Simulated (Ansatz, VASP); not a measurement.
## One calculation of BN, two programs

File INCAR:

```
PREC = Accurate ; ENCUT = 520
EDIFF = 1E-6 ; ISMEAR = 0
SIGMA = 0.05 ; LREAL = False
LASPH = True ; NELM = 80
ALGO = Normal ; ISIF = 2
LWAVE = False ; LCHARG = False
GGA = PS ; NBANDS = 16
```

File KPOINTS:

```
Automatic mesh
0
Gamma
  12 12 4
```

File POSCAR:

```
BN
1.0
    2.3823807877      0.0000000000      0.0000000000
   -1.1911903939      2.0632022836      0.0000000000
    0.0000000000      0.0000000000      7.0237350383
B N
2 2
Direct
    0.3333333333      0.6666666667      0.2500000000
    0.6666666667      0.3333333333      0.7500000000
    0.3333333333      0.6666666667      0.7500000000
    0.6666666667      0.3333333333      0.2500000000
```

Input for Ansatz:

```yaml
crystal:
  lattice:
    - [2.3823807877, 0.0, 0.0]
    - [-1.1911903939, 2.0632022836, 0.0]
    - [0.0, 0.0, 7.0237350383]
  atoms:
    - { symbol: B, position: [0.3333333333, 0.6666666667, 0.25] }
    - { symbol: B, position: [0.6666666667, 0.3333333333, 0.75] }
    - { symbol: "N", position: [0.3333333333, 0.6666666667, 0.75] }
    - { symbol: "N", position: [0.6666666667, 0.3333333333, 0.25] }
basis:
  ecutwfc: 520.0
kpoints:
  mp_grid: { grid: [12, 12, 4] }
hamiltonian:
  xc: pbesol
  pseudopotentials: { kind: paw, azcp: { folder: soft_1 } }
scf:
  occupations: { method: gaussian, width: 0.05 }
output:
  forces: true
  stress: true
  eigenvalues: true
```

Alike in both runs: task single point; functional PBEsol; k mesh 12 × 12 × 4; occupations gaussian, width 0.05 eV; no spin polarisation.

|  | VASP | Ansatz |
| --- | --- | --- |
| version | VASP 6.6.1 | Ansatz 0.2.0 |
| potentials or method | VASP PAW PBE potentials, release 64 (B, N), cutoff 520 eV | scalar-relativistic, plane waves, PAW |
| valence electrons in the cell | 16 | 16 |

|  | VASP | Ansatz | Ansatz less VASP |
| --- | --- | --- | --- |
| gap on the k mesh at the Fermi level (eV) | 4.50 | 4.50 | +0.009 |
| least direct gap on the mesh (eV) | 4.96 | 4.97 | +0.003 |

VASP's potentials were made for PBE, not for PBEsol, and Ansatz warns of the same on its side.
